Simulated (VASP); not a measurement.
Mg64O65 (a cell with a defect), 129 atoms in the cell. The cell holds a defect, 129 atoms: a = 12.033 Å, b = 12.033 Å, c = 12.033 Å, α = 60.00°, β = 60.00°, γ = 60.00°. 

| Property | Result |
| --- | --- |
| Program | VASP 6.6.1 |
| Task | single point |
| Functional | PBE |
| Potentials or basis | VASP PAW PBE potentials, release 64 (Mg, O) |
| Cutoff | 520 eV |
| k mesh | 1 × 1 × 1 |
| Occupations | fermi-dirac, width 0.01 eV |
| Spin | no spin polarisation |
| Dipole correction | no |
| Charge | -2 |
| Further INCAR settings | LREAL = Auto; ALGO = Normal; EDIFF = 1e-06; NBANDS = 329; NELECT = 520.0 |

Potentials or basis: VASP PAW PBE potentials, release 64 (Mg, O).

Launch:

```console
$ cat potpaw_PBE.64/Mg/POTCAR potpaw_PBE.64/O/POTCAR > POTCAR
$ mpirun -np 1 vasp_gam > vasp.out
```

Hardware: 1 × NVIDIA H100 80GB with 1 thread of Intel(R) Xeon(R) Platinum 8481C CPU @ 2.70GHz (Sapphire Rapids) (shared host).

Question: How long does it take, and how much memory?

Answer: It took 120 s on 1 × NVIDIA H100 80GB with 1 thread of Intel(R) Xeon(R) Platinum 8481C CPU @ 2.70GHz (Sapphire Rapids) (shared host), peak memory 1.9 GiB. Counts: scf iterations 18, k points 1.
